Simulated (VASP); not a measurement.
# ZnS (F-43m) in VASP: further runs

The runs below take ZnS through single point, relaxation of cell and atoms, with r2SCAN+D4, PBE+D4, r2SCAN+rVV10.

All numbers are computed with VASP 6.6.1; they aren't measurements. Logs are shortened: lines on timing, memory, paths and dates and some standing lists are left out, and cuts for length are marked.

**What was measured.**

From “Electronic, vibrational, and thermodynamic properties of ZnS (zincblende and rocksalt structure)”, 2009, arxiv:0911.5022, for a bulk crystal of ZnS at 19 K: band gap 3.85 eV (direct).

The runs below are set against these values where they give the same quantity.

## Step 1: The cell of the first run

Symmetry: F-43m, No. 216, cubic system. Conventional cell: a = 5.369 Å, b = 5.369 Å, c = 5.369 Å, α = 90.00°, β = 90.00°, γ = 90.00°. Zn (site symmetry -43m) has 4 S at 2.32 Å within 3.1 Å. S (site symmetry -43m) has 4 Zn at 2.32 Å within 3.1 Å.

## Step 2: Single point, r2SCAN+D4

Input file POSCAR:

```
ZnS
1.0
    0.0000000000      2.6843409428      2.6843409428
    2.6843409428      0.0000000000      2.6843409428
    2.6843409428      2.6843409428      0.0000000000
Zn S
1 1
Direct
    0.2500000000      0.2500000000      0.2500000000
    0.0000000000      0.0000000000      0.0000000000
```

Input file INCAR.step1:

```
PREC = Accurate ; ENCUT = 520
ISMEAR = -1 ; SIGMA = 0.2
LREAL = False ; LASPH = True
NELM = 60 ; NBANDS = 16
GGA = PE ; ALGO = Normal
EDIFF = 1E-4 ; LWAVE = True
LCHARG = False
```

Input file INCAR.step2:

```
PREC = Accurate ; ENCUT = 520
EDIFF = 1E-6 ; ISMEAR = -1
SIGMA = 0.2 ; LREAL = False
LASPH = True ; NELM = 60
ALGO = Normal ; ISIF = 2
LWAVE = False ; LCHARG = False
METAGGA = R2SCAN ; LMIXTAU = True
IVDW = 13 ; VDW_S6 = 1.0
VDW_S8 = 0.6018749 ; VDW_A1 = 0.51559235
VDW_A2 = 5.77342911 ; NBANDS = 16
ISTART = 1
```

Input file KPOINTS:

```
regular mesh
0
Gamma
  7 7 7
```

Potentials or basis: VASP PAW PBE potentials, release 64 (Zn, S).

On the command line:

```
$ cat potpaw_PBE.64/Zn/POTCAR potpaw_PBE.64/S/POTCAR > POTCAR
$ cp INCAR.step1 INCAR
$ mpirun -np 1 vasp_std > vasp.out
$ cp INCAR.step2 INCAR
$ mpirun -np 1 vasp_std > vasp.out
```

OUTCAR:

```text
PREC = Accurate
   ENCUT = 520
   EDIFF = 1E-6
   ISMEAR = -1
   LREAL = False
   LASPH = True
   NELM = 60
   ISIF = 2
   METAGGA = R2SCAN
   IVDW = 13
   ISTART = 1

 ion  position               nearest neighbor table
   1  0.250  0.250  0.250-   2 2.32   2 2.32   2 2.32   2 2.32
   2  0.000  0.000  0.000-   1 2.32   1 2.32   1 2.32   1 2.32

  LATTYP: Found a face centered cubic cell.
 ALAT       =     5.3686818856

  Lattice vectors:

 A1 = (   0.0000000000,   2.6843409428,   2.6843409428)
 A2 = (   2.6843409428,   0.0000000000,   2.6843409428)
 A3 = (   2.6843409428,   2.6843409428,   0.0000000000)

Analysis of symmetry for initial positions (statically):
=====================================================================
 Subroutine PRICEL returns:
 Original cell was already a primitive cell.

 Routine SETGRP: Setting up the symmetry group for a
 face centered cubic supercell.

 Subroutine GETGRP returns: Found 24 space group operations
 (whereof 24 operations were pure point group operations)
 out of a pool of 48 trial point group operations.

The static configuration has the point symmetry T_d .

Analysis of symmetry for dynamics (positions and initial velocities):
=====================================================================
 Subroutine PRICEL returns:
 Original cell was already a primitive cell.

 Routine SETGRP: Setting up the symmetry group for a
 face centered cubic supercell.

 Subroutine GETGRP returns: Found 24 space group operations
 (whereof 24 operations were pure point group operations)
 out of a pool of 48 trial point group operations.

The dynamic configuration has the point symmetry T_d .

 Subroutine INISYM returns: Found 24 space group operations
 (whereof 24 operations are pure point group operations),
 and found     1 'primitive' translations

----------------------------------------------------------------------------------------

                                     Primitive cell

  volume of cell :      38.6850

  direct lattice vectors                    reciprocal lattice vectors
     0.000000000  2.684340943  2.684340943    -0.186265460  0.186265460  0.186265460
     2.684340943  0.000000000  2.684340943     0.186265460 -0.186265460  0.186265460
     2.684340943  2.684340943  0.000000000     0.186265460  0.186265460 -0.186265460

  length of vectors
     3.796231367  3.796231367  3.796231367     0.322621240  0.322621240  0.322621240

  position of ions in fractional coordinates (direct lattice)
     0.250000000  0.250000000  0.250000000
     0.000000000  0.000000000  0.000000000

  ion indices of the primitive-cell ions
   primitive index   ion index
                 1           1
                 2           2

----------------------------------------------------------------------------------------

 KPOINTS: regular mesh

Automatic generation of k-mesh.
 Grid dimensions read from file:
 generate k-points for:    7    7    7

 Generating k-lattice:

  Cartesian coordinates                     Fractional coordinates (reciprocal lattice)
    -0.026609351  0.026609351  0.026609351     0.142857143  0.000000000  0.000000000
     0.026609351 -0.026609351  0.026609351     0.000000000  0.142857143  0.000000000
     0.026609351  0.026609351 -0.026609351     0.000000000  0.000000000  0.142857143

  Length of vectors
     0.046088749  0.046088749  0.046088749

  Shift w.r.t. Gamma in fractional coordinates (k-lattice)
     0.000000000  0.000000000  0.000000000

 Subroutine IBZKPT returns following result:
 ===========================================

 Found     20 irreducible k-points:

 Following reciprocal coordinates:
            Coordinates               Weight
  0.000000  0.000000  0.000000      1.000000
  0.142857  0.000000  0.000000      8.000000
  0.285714  0.000000  0.000000      8.000000
  0.428571  0.000000  0.000000      8.000000
  0.142857  0.142857  0.000000      6.000000
  0.285714  0.142857  0.000000     24.000000
[... 12 lines left out ...]
 -0.428571  0.428571  0.142857     24.000000
[... 42 lines left out ...]

 val. band max:        2.0184519252   @ k =   0.0000   0.0000   0.0000
 cond. band min:       4.7851908118   @ k =   0.0000   0.0000   0.0000
 fundamental gap:      2.7667388867
 Fermi energy:         3.6553529748

 k-point     1 :       0.0000    0.0000    0.0000
  band No.  band energies     occupation
      1     -11.8007      2.00000
      2      -4.5620      2.00000
      3      -4.5620      2.00000
      4      -4.5620      2.00000
      5      -3.9906      2.00000
      6      -3.9906      2.00000
[... 8 lines left out ...]
     15      14.3443      0.00000
     16      14.6794      0.00000

 k-point     2 :       0.1429    0.0000    0.0000
  band No.  band energies     occupation
      1     -11.6408      2.00000
      2      -4.5579      2.00000
      3      -4.5325      2.00000
      4      -4.5325      2.00000
      5      -3.9925      2.00000
      6      -3.9925      2.00000
[... 8 lines left out ...]
     15      13.6278      0.00000
     16      15.5156      0.00000

 k-point     3 :       0.2857    0.0000    0.0000
  band No.  band energies     occupation
      1     -11.2440      2.00000
      2      -4.4733      2.00000
      3      -4.4733      2.00000
      4      -4.4688      2.00000
      5      -3.9853      2.00000
      6      -3.9853      2.00000
[... 8 lines left out ...]
     15      13.7501      0.00000
     16      14.6834      0.00000

 k-point     4 :       0.4286    0.0000    0.0000
  band No.  band energies     occupation
      1     -10.8765      2.00000
      2      -4.4364      2.00000
      3      -4.4364      2.00000
      4      -4.0797      2.00000
      5      -3.9641      2.00000
      6      -3.9640      2.00000
[... 8 lines left out ...]
     15      15.4992      0.00000
     16      15.4992      0.00000
[... 248 lines left out ...]
 k-point    18 :      -0.4286    0.2857    0.1429
  band No.  band energies     occupation
      1     -10.6620      2.00000
      2      -4.4190      2.00000
      3      -4.3490      2.00000
      4      -4.1154      2.00000
      5      -3.9723      2.00000
      6      -3.8180      2.00000
[... 8 lines left out ...]
     15      16.1104      0.00000
     16      17.5970      0.00000

 k-point    19 :      -0.4286    0.4286    0.1429
  band No.  band energies     occupation
      1     -10.5446      2.00000
      2      -4.4789      2.00000
      3      -4.2588      2.00000
      4      -4.1652      2.00000
      5      -3.9466      2.00000
      6      -3.7548      2.00000
[... 8 lines left out ...]
     15      16.8619      0.00000
     16      17.7773      0.00000

 k-point    20 :      -0.2857    0.4286    0.1429
  band No.  band energies     occupation
      1     -10.5080      2.00000
      2      -4.4215      2.00000
      3      -4.2679      2.00000
      4      -4.0661      2.00000
      5      -4.0092      2.00000
      6      -3.6137      2.00000
[... 8 lines left out ...]
     15      15.9749      0.00000
     16      18.3297      0.00000

------------------------ aborting loop because EDIFF is reached ----------------------------------------

  DFT-D4 for vdW energy calculation

  Edisp (eV):   -0.23438

  FORCE on cell =-STRESS in cart. coord.  units (eV):
  Direction    XX          YY          ZZ          XY          YZ          ZX
  --------------------------------------------------------------------------------------
  -------------------------------------------------------------------------------------
  Total      -0.00027    -0.00027    -0.00027     0.00000     0.00000    -0.00000
  in kB      -0.01133    -0.01133    -0.01133     0.00000     0.00000    -0.00000
  external pressure =       -0.01 kB  Pullay stress =        0.00 kB

 VOLUME and BASIS-vectors are now :
 -----------------------------------------------------------------------------
  energy-cutoff  :      520.00
  volume of cell :       38.69
      direct lattice vectors                 reciprocal lattice vectors
     0.000000000  2.684340943  2.684340943    -0.186265460  0.186265460  0.186265460
     2.684340943  0.000000000  2.684340943     0.186265460 -0.186265460  0.186265460
     2.684340943  2.684340943  0.000000000     0.186265460  0.186265460 -0.186265460

 POSITION                                       TOTAL-FORCE (eV/Angst)
 -----------------------------------------------------------------------------------
      1.34217      1.34217      1.34217         0.000000      0.000000      0.000000
      0.00000      0.00000      0.00000        -0.000000     -0.000000     -0.000000
 -----------------------------------------------------------------------------------
    total drift:                               -0.000011     -0.000011     -0.000010

  FREE ENERGIE OF THE ION-ELECTRON SYSTEM (eV)
  ---------------------------------------------------
  free  energy   TOTEN  =       -19.0988980321 eV

  energy  without entropy=      -19.0988094328  energy(sigma->0) =      -19.09885373
```

Run time: 29 s. Hardware: 1 thread of Intel Xeon 6975P-C, shared host; peak memory 0.17 GiB.

Results:

- Free energy: -19.0989 eV
- Pressure: 0.0 GPa
- Band gap on the k mesh: 2.77 eV, direct
- Dispersion energy per atom: -0.117 eV

Levels at points of the mesh, in eV from the valence-band top:
| k point | band 7 | band 8 | band 9 | band 10 | band 11 | band 12 |
| --- | --- | --- | --- | --- | --- | --- |
| (0.00, 0.00, 0.00) | 0.00 | 0.00 | 0.00 | 2.77 | 6.89 | 6.89 |

Caveat: the PAW data sets were made with another functional, which shifts forces and pressure a little.

## Step 3: Relaxation of cell and atoms, PBE+D4

This run uses another cell than the first one, of 19.73 Å³/atom, 1.020 times its volume.

Input file INCAR:

```
SYSTEM = ZnS
PREC = Accurate
ENCUT = 600
EDIFF = 1E-6
ISMEAR = -1
SIGMA = 0.2
LREAL = .False.
LASPH = .True.
NELM = 100
ALGO = Normal
ISIF = 3
LWAVE = .False.
LCHARG = .False.
GGA = PE
IVDW = 13
IBRION = 2
NSW = 80
EDIFFG = -0.1
```

Input file KPOINTS:

```
regular mesh
0
Gamma
  7 7 7
  0 0 0
```

Input file POSCAR:

```
ZnS
1.0
    0.0000000000      2.7020000000      2.7020000000
    2.7020000000      0.0000000000      2.7020000000
    2.7020000000      2.7020000000      0.0000000000
Zn S
1 1
Direct
    0.2500000000      0.2500000000      0.2500000000
    0.0000000000      0.0000000000      0.0000000000
```

Potentials or basis: VASP PAW PBE potentials, release 64 (Zn, S).

On the command line:

```
$ cat potpaw_PBE.64/Zn/POTCAR potpaw_PBE.64/S/POTCAR > POTCAR
$ mpirun -np 1 vasp_std > vasp.out
```

Run time: 16 s. Hardware: 1 thread of Intel Xeon 6975P-C, shared host; peak memory 0.19 GiB.

It converged, with:

```
Free energy                            : -7.4595 eV
Relaxed volume                         : 19.42 Å³/atom
Relaxed cell                           : a = 3.801 Å, b = 3.801 Å, c = 3.801 Å, α = 60.00°, β = 60.00°, γ = 60.00°
Space group after relaxing (to 0.05 Å) : F-43m (No. 216)
Energy gained by relaxing              : 0.6 meV/atom
Ionic steps                            : 2
Pressure after relaxing                : 0.3 GPa
Band gap on the k mesh                 : 2.18 eV, direct
Dispersion energy per atom             : -0.311 eV
```

The path:
```tsv
step	energy change (eV)	largest force (eV/Å)	pressure (GPa)	volume (Å³)
1	0.0000	0.0000	-0.89	39.45
2	-0.0013	0.0000	0.29	38.83
```

Final structure:
```xyz
2
Lattice="0.0000 2.6878 2.6878 2.6878 0.0000 2.6878 2.6878 2.6878 0.0000" Properties=species:S:1:pos:R:3 pbc="T T T"
Zn    1.3439    1.3439    1.3439
S     2.6878    5.3755    2.6878
```

Levels at points of the mesh, in eV from the valence-band top:
| k point | band 6 | band 7 | band 8 | band 9 | band 10 | band 11 | band 12 | band 13 |
| --- | --- | --- | --- | --- | --- | --- | --- | --- |
| (0.00, 0.00, 0.00) | -5.89 | 0.00 | 0.00 | 0.00 | 2.18 | 6.39 | 6.39 | 6.39 |

Expect the measured gap to be larger: semilocal functionals such as PBE lack the derivative discontinuity.

## Step 4: Relaxation of cell and atoms, r2SCAN+rVV10

This run uses another cell than the first one, of 19.73 Å³/atom, 1.020 times its volume.

POSCAR is that of step 3.

Input file INCAR.step1:

```
ALGO = Normal
EDIFF = 1E-4
ENCUT = 600
GGA = PE
ISMEAR = -1
LASPH = True
LCHARG = False
LREAL = False
LWAVE = True
NELM = 80
PREC = Accurate
SIGMA = 0.2
```

Input file INCAR.step2:

```
ALGO = Normal
BPARAM = 11.95
CPARAM = 0.0093
EDIFF = 1E-6
EDIFFG = -0.1
ENCUT = 600
IBRION = 2
ISIF = 3
ISMEAR = -1
ISTART = 1
IVDW_NL = 2
LASPH = True
LCHARG = False
LMIXTAU = True
LREAL = False
LUSE_VDW = True
LWAVE = False
METAGGA = R2SCAN
NELM = 80
NSW = 80
PREC = Accurate
SIGMA = 0.2
```

Input file KPOINTS:

```
k-points
0
Gamma
  7 7 7
```

On the command line:

```
$ cat potpaw_PBE.64/Zn/POTCAR potpaw_PBE.64/S/POTCAR > POTCAR
$ cp INCAR.step1 INCAR
$ mpirun -np 1 vasp_std > vasp.out
$ cp INCAR.step2 INCAR
$ mpirun -np 1 vasp_std > vasp.out
```

Wall time 2.1 min (1 thread of Intel Xeon 6975P-C, shared host); peak memory 0.33 GiB.

The run converged. Its results:

| Property | Result |
| --- | --- |
| Free energy | -18.3608 eV |
| Relaxed volume | 19.24 Å³/atom |
| Relaxed cell | a = 3.789 Å, b = 3.789 Å, c = 3.789 Å, α = 60.00°, β = 60.00°, γ = 60.00° |
| Space group after relaxing (to 0.05 Å) | F-43m (No. 216) |
| Energy gained by relaxing | 1.7 meV/atom |
| Ionic steps | 2 |
| Pressure after relaxing | 0.5 GPa |
| Band gap on the k mesh | 2.74 eV, direct |

Step by step:
```
step  energy change (eV)  largest force (eV/Å)  pressure (GPa)  volume (Å³)
   1              0.0000                0.0000           -1.41        39.45
   2             -0.0034                0.0000            0.53        38.47
```

Final structure:
```
Zn S
1.0
     0.00000    2.67940    2.67940
     2.67940    0.00000    2.67940
     2.67940    2.67940    0.00000
Zn S
1 1
Cartesian
  1.3397 1.3397 1.3397
  2.6794 2.6794 0.0000
```

Levels at points of the mesh, in eV from the valence-band top:
```
           k point  band 6  band 7  band 8  band 9  band 10  band 11  band 12  band 13
(0.00, 0.00, 0.00)   -6.02    0.00    0.00    0.00     2.74     6.86     6.86     6.86
```

Caveat: the PAW data sets were made with another functional, which shifts forces and pressure a little.

## Step 5: Relaxation of cell and atoms, r2SCAN+D4

This run uses another cell than the first one, of 19.73 Å³/atom, 1.020 times its volume.

POSCAR is that of step 4.

Input file INCAR.step1:

```
SYSTEM = ZnS
PREC     = Accurate       ! precision mode
ENCUT    = 600            ! plane-wave cutoff, eV
ISMEAR   = -1             ! smearing method
SIGMA    = 0.2            ! smearing width, eV
LREAL    = .FALSE.        ! projectors in reciprocal space
LASPH    = .TRUE.         ! aspherical terms in the spheres
NELM     = 100            ! most SCF steps
GGA      = PE             ! functional
ALGO     = Normal         ! electronic algorithm
EDIFF    = 1E-4           ! SCF threshold, eV
LWAVE    = .TRUE.         ! write WAVECAR
LCHARG   = .FALSE.        ! write CHGCAR
```

Input file INCAR.step2:

```
SYSTEM = ZnS
PREC     = Accurate       ! precision mode
ENCUT    = 600            ! plane-wave cutoff, eV
EDIFF    = 1E-6           ! SCF threshold, eV
ISMEAR   = -1             ! smearing method
SIGMA    = 0.2            ! smearing width, eV
LREAL    = .FALSE.        ! projectors in reciprocal space
LASPH    = .TRUE.         ! aspherical terms in the spheres
NELM     = 100            ! most SCF steps
ALGO     = Normal         ! electronic algorithm
ISIF     = 3              ! what is computed and relaxed
LWAVE    = .FALSE.        ! write WAVECAR
LCHARG   = .FALSE.        ! write CHGCAR
METAGGA  = R2SCAN         ! meta-GGA
LMIXTAU  = .TRUE.       
IVDW     = 13             ! dispersion correction
VDW_S6   = 1.0          
VDW_S8   = 0.6018749    
VDW_A1   = 0.51559235   
VDW_A2   = 5.77342911   
IBRION   = 2              ! ionic algorithm
NSW      = 80             ! ionic steps
EDIFFG   = -0.1           ! ionic threshold
ISTART   = 1
```

Input file KPOINTS:

```
regular mesh
0
G
  7 7 7
  0 0 0
```

On the command line:

```
$ cat potpaw_PBE.64/Zn/POTCAR potpaw_PBE.64/S/POTCAR > POTCAR
$ cp INCAR.step1 INCAR
$ mpirun -np 1 vasp_std > vasp.out
$ cp INCAR.step2 INCAR
$ mpirun -np 1 vasp_std > vasp.out
```

Wall time 62 s (1 thread of Intel Xeon 6975P-C, shared host); peak memory 0.2 GiB.

Results (log left out):

```yaml
Free_energy: -19.1004 eV
Relaxed_volume: 19.21 Å³/atom
Relaxed_cell: a = 3.788 Å, b = 3.788 Å, c = 3.788 Å, α = 60.00°, β = 60.00°, γ = 60.00°
Space_group_after_relaxing_to_0.05_Å: F-43m (No. 216)
Energy_gained_by_relaxing: 1.8 meV/atom
Ionic_steps: 2
Pressure_after_relaxing: 0.6 GPa
Band_gap_on_the_k_mesh: 2.80 eV, direct
Dispersion_energy_per_atom: -0.118 eV
```

The path:
| step | energy change (eV) | largest force (eV/Å) | pressure (GPa) | volume (Å³) |
| --- | --- | --- | --- | --- |
| 1 | 0.0000 | 0.0000 | -1.48 | 39.45 |
| 2 | -0.0036 | 0.0000 | 0.59 | 38.42 |

Final structure:
```
CELL_PARAMETERS angstrom
0.00000 2.67818 2.67818
2.67818 0.00000 2.67818
2.67818 2.67818 0.00000
ATOMIC_POSITIONS crystal
Zn 0.25000 0.25000 0.25000
S 0.00000 0.00000 0.00000
```

Levels at points of the mesh, in eV from the valence-band top:
```
           k point  band 5  band 6  band 7  band 8  band 9  band 10  band 11  band 12  band 13
(0.00, 0.00, 0.00)   -6.03   -6.03    0.00    0.00    0.00     2.80     6.88     6.88     6.88
```

Caveat: the PAW data sets were made with another functional, which shifts forces and pressure a little.

## Step 6: The runs side by side

```csv
task,level,cell,cutoff (eV),gap on the mesh (eV),pressure (GPa)
single point,r2SCAN+D4,"a = 3.796 Å, angles 60.0°, 2 atoms",520,2.77,0.0
relaxation of cell and atoms,PBE+D4,"relaxed from a = 3.821 Å, angles 60.0°, 2 atoms",600,2.18,0.3
relaxation of cell and atoms,r2SCAN+rVV10,"relaxed from a = 3.821 Å, angles 60.0°, 2 atoms",600,2.74,0.5
relaxation of cell and atoms,r2SCAN+D4,"relaxed from a = 3.821 Å, angles 60.0°, 2 atoms",600,2.80,0.6
```

Alike in all rows: potentials or basis VASP PAW PBE potentials, release 64 (Zn, S); no spin polarisation; k mesh 7 × 7 × 7; smearing fermi-dirac 0.2 eV.

Caveats: the PAW data sets were made with another functional, which shifts forces and pressure a little (some runs).

Total energies depend on the potentials used, so only differences within one code and one set of settings carry meaning.

## Step 7: How close it comes

Step 2. Against the measured gap of ZnS, 3.85 eV (direct; 19 K; quoted in “Electronic, vibrational, and thermodynamic properties of ZnS (zincblende and rocksalt structure)”, 2009, arxiv:0911.5022), the calculated 2.77 eV is off by -1.08 eV. The value is that of r2SCAN+D4, without temperature or zero-point motion.
